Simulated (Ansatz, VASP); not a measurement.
**Al3GaN4: VASP beside Ansatz**

```
Al Ga N
1.0
     4.40712    0.00000    0.00000
     0.00000    4.40712    0.00000
     0.00000    0.00000    4.40712
Al Ga N
3 1 4
Direct
  0.50000 0.50000 0.00000
  0.50000 0.00000 0.50000
  0.00000 0.50000 0.50000
  0.00000 0.00000 0.00000
  0.74471 0.74471 0.25529
  0.74471 0.25529 0.74471
  0.25529 0.74471 0.74471
  0.25529 0.25529 0.25529
```

Alike in both runs: functional PBEsol; k mesh 6 × 6 × 6; occupations gaussian, width 0.02 eV; no spin polarisation.

Ansatz relaxed the structure, and its values are those at the end. VASP's run is a single point on that final structure, the one shown.

|  | VASP | Ansatz |
| --- | --- | --- |
| version | VASP 6.6.1 | Ansatz 0.2.0 |
| potentials or method | VASP PAW PBE potentials, release 64 (Al, Ga_d, N), cutoff 520 eV | scalar-relativistic, plane waves, PAW |
| valence electrons in the cell | 42 | 42 |

VASP gave:

```
gap on the k mesh at the Fermi level (eV) : 3.32
least direct gap on the mesh (eV)         : 3.32
pressure (GPa)                            : -0.1
```

**Question.** What did Ansatz give for the same quantities?

**Answer.** gap on the k mesh at the Fermi level (eV): 3.32; least direct gap on the mesh (eV): 3.32; pressure (GPa): 0.0.

VASP's potentials were made for PBE, not for PBEsol.
